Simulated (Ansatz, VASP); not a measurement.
**Two plane-wave programs on NaF**

The input INCAR:

```
ALGO     = Normal         # electronic algorithm
EDIFF    = 1E-7           # SCF threshold, eV
ENCUT    = 520            # plane-wave cutoff, eV
GGA      = PS             # functional
ISIF     = 2              # what is computed and relaxed
ISMEAR   = 0              # smearing method
LASPH    = True           # aspherical terms in the spheres
LCHARG   = True           # write CHGCAR
LELF     = True           # ELF
LREAL    = False          # projectors in reciprocal space
LVHAR    = True         
LWAVE    = False          # write WAVECAR
NBANDS   = 14             # bands
NELM     = 60             # most SCF steps
PREC     = Accurate       # precision mode
SIGMA    = 0.05           # smearing width, eV
```

File KPOINTS:

```
k-points
0
Gamma
  8 8 8
```

File POSCAR:

```
NaF
1.0
    0.0000000000      2.2884505000      2.2536010000
    2.2884505000      0.0000000000      2.2536010000
    2.2884505000      2.2884505000      0.0000000000
Na F
1 1
Direct
    0.0000000000      0.0000000000      0.0000000000
    0.5000000000      0.5000000000      0.5000000000
```

Input for Ansatz:

```yaml
crystal:
  lattice:
    - [0.0, 2.2884505, 2.253601]
    - [2.2884505, 0.0, 2.253601]
    - [2.2884505, 2.2884505, 0.0]
  atoms:
    - { symbol: Na, position: [0.0, 0.0, 0.0] }
    - { symbol: F, position: [0.5, 0.5, 0.5] }
basis:
  ecutwfc: 420
kpoints:
  mp_grid: { grid: [8, 8, 8] }
hamiltonian:
  xc: pbesol
scf:
  occupations: { method: gaussian, width: 0.05 }
output:
  forces: true
  stress: true
  eigenvalues: true
```

Change from the starting cell: strain -0.015 along x and y, -0.030 along z, atoms carried along.

Alike in both runs: task single point; functional PBEsol; k mesh 8 × 8 × 8; occupations gaussian, width 0.05 eV; no spin polarisation.

|  | VASP | Ansatz |
| --- | --- | --- |
| version | VASP 6.6.1 | Ansatz 0.2.0 |
| potentials or method | VASP PAW PBE potentials, release 64 (Na_pv, F), cutoff 520 eV | scalar-relativistic, plane waves, PAW |
| valence electrons in the cell | 14 | 16 |

|  | VASP | Ansatz | Ansatz less VASP |
| --- | --- | --- | --- |
| gap on the k mesh at the Fermi level (eV) | 6.44 | 6.46 | +0.021 |
| least direct gap on the mesh (eV) | 6.44 | 6.46 | +0.021 |
| pressure (GPa) | 2.8 | 2.7 | -0.05 |
| traceless stress, the component that is largest in VASP (GPa) | 1.14 | 1.09 | -0.050 |

VASP's potentials were made for PBE, not for PBEsol. With one functional, cell and mesh, what is left measures potentials, basis and numerics. VASP's potentials hold 14 valence electrons a cell and Ansatz's 16, so a difference there can come from the potentials and not from the codes.
